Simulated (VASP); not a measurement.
Set up this calculation in VASP 6.6.1, as the native input.

```
Task                   : single point
Functional             : PBEsol
Potentials or basis    : VASP PAW PBE potentials, release 64 (Ta_pv, N)
Cutoff                 : 520 eV
k mesh                 : 5 × 5 × 8
Occupations            : fermi-dirac, width 0.1 eV
Spin                   : no spin polarisation
Dipole correction      : no
Further INCAR settings : ALGO = Normal; EDIFF = 1e-06; NBANDS = 33
```

The structure of TaN lies in POSCAR:

```
TaN
1.0
    5.2928101612      0.0000000000      0.0000000000
   -2.6464050806      4.5837080559      0.0000000000
    0.0000000000      0.0000000000      2.9650340876
Ta N
3 3
Direct
    0.0000000000      0.0000000000      0.0000000000
    0.3333333333      0.6666666667      0.5000000000
    0.6666666667      0.3333333333      0.5000000000
    0.5000000000      0.0000000000      0.0000000000
    0.5000000000      0.5000000000      0.0000000000
    0.0000000000      0.5000000000      0.0000000000
```

These files were run (other wordings do the same):

INCAR

```
SYSTEM = TaN
ALGO = Normal ; EDIFF = 1E-6
ENCUT = 520 ; GGA = PS
ISIF = 2 ; ISMEAR = -1
LASPH = .TRUE. ; LCHARG = .FALSE.
LREAL = .FALSE. ; LWAVE = .FALSE.
NBANDS = 33 ; NELM = 80
PREC = Accurate ; SIGMA = 0.1
```

KPOINTS

```
k-points
0
G
  5 5 8
  0 0 0
```

Potentials or basis: VASP PAW PBE potentials, release 64 (Ta_pv, N).

Launch:

```console
$ cat potpaw_PBE.64/Ta_pv/POTCAR potpaw_PBE.64/N/POTCAR > POTCAR
$ mpirun -np 1 vasp_std > vasp.out
```

Results of the run:

```yaml
Pressure: -15.2 GPa
Band_gap_on_the_k_mesh: zero (bands 24 and 25 overlap by 1.96 eV)
```

Caveat: the cell stands under tension; the PAW data sets were made with another functional, which shifts forces and pressure a little; spin-orbit coupling is left out, which moves the levels of the heavy elements.

Run time: 59 s on 1 thread of AMD EPYC 7R13 Processor (Zen 3), on a shared host, peak memory 0.18 GiB.
